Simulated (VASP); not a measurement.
## TiB2: single point with PBEsol

Crystal: TiB2.

```
Ti B
1.0
     3.02920    0.00000    0.00000
    -1.51460    2.62336    0.00000
     0.00000    0.00000    3.22840
Ti B
1 2
Direct
  0.00000 0.00000 0.00000
  0.33994 0.66667 0.50000
  0.66667 0.33333 0.50000
```

```json
{
  "Program": "VASP 6.6.1",
  "Task": "single point",
  "Functional": "PBEsol",
  "Potentials or basis": "VASP PAW PBE potentials, release 64 (Ti_sv, B)",
  "Cutoff": "520 eV",
  "k mesh": "11 × 11 × 9",
  "Occupations": "fermi-dirac, width 0.1 eV",
  "Spin": "no spin polarisation"
}
```

* Pressure: -4.6 GPa
* Largest force: 0.390 eV/Å
* Band gap on the k mesh: zero (bands 9 and 10 overlap by 0.41 eV)

Forces in eV/Å, atoms in the order of the input:
```
Ti   0.142  0.002  0.000
B   -0.390  0.008  0.000
B    0.248 -0.009  0.000
```

Stress tensor (GPa, compression positive):
```
-3.62 -0.44  0.00
-0.44 -3.69  0.00
 0.00  0.00 -6.60
```

Levels at points of the mesh, in eV from the Fermi level:
```csv
k point,band 7,band 8,band 9,band 10,band 11,band 12
"(0.00, 0.00, 0.00)",-2.47,-2.27,-2.11,1.92,1.94,3.65
```

It took 42 s on 1 thread of Intel(R) Xeon(R) Platinum 8559C (Emerald Rapids), with other jobs on the host, peak memory 0.24 GiB.

Caveat: the cell stands under tension; the PAW data sets were made with another functional, which shifts forces and pressure a little.
